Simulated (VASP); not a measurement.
Runs of VASP 6.6.1 on Nb. The structure is that of space group P6_3/mmc (No. 194), or close to it. The cells are those of the table. 

```tsv
task	cell	k mesh	cutoff (eV)	gap on the mesh (eV)	pressure (GPa)	relaxed volume (Å³/atom)
single point	a = 2.818, b = 2.818, c = 10.494 Å, angles 90.0, 90.0, 120.0°, 4 atoms	9 × 9 × 2	520	none	-0.4	-
relaxation of cell and atoms	relaxed from a = 3.036, b = 3.036, c = 9.791 Å, angles 90.0, 90.0, 120.0°, 4 atoms	6 × 6 × 2	600	none	0.0	17.86
single point	a = 2.827, b = 2.827, c = 10.415 Å, angles 90.0, 90.0, 120.0°, 4 atoms	18 × 18 × 6	520	none	(a)	-
single point	a = 3.036, b = 3.036, c = 9.791 Å, angles 90.0, 90.0, 120.0°, 4 atoms	6 × 6 × 2	520	none	-12.0	-
relaxation of cell and atoms	relaxed from a = 2.805, b = 2.805, c = 10.507 Å, angles 90.0, 90.0, 120.0°, 4 atoms	9 × 9 × 2	600	none	0.0	18.01
single point	a = 2.805, b = 2.805, c = 10.507 Å, angles 90.0, 90.0, 120.0°, 4 atoms	6 × 6 × 2	520	none	-0.4	-
```

Alike in all rows: level PBEsol; potentials or basis VASP PAW PBE potentials, release 64 (Nb_sv); no spin polarisation; smearing gaussian 0.1 eV.

**Question.** Fill in the values left out.

**Answer.** (a) -0.3.

Caveats: some runs use coarse meshes; the PAW data sets were made with another functional, which shifts forces and pressure a little.

A k mesh can miss the band edges, and the runs leave out spin-orbit coupling on Nb.

A gap of «none» marks levels without a gap at the run's occupations.
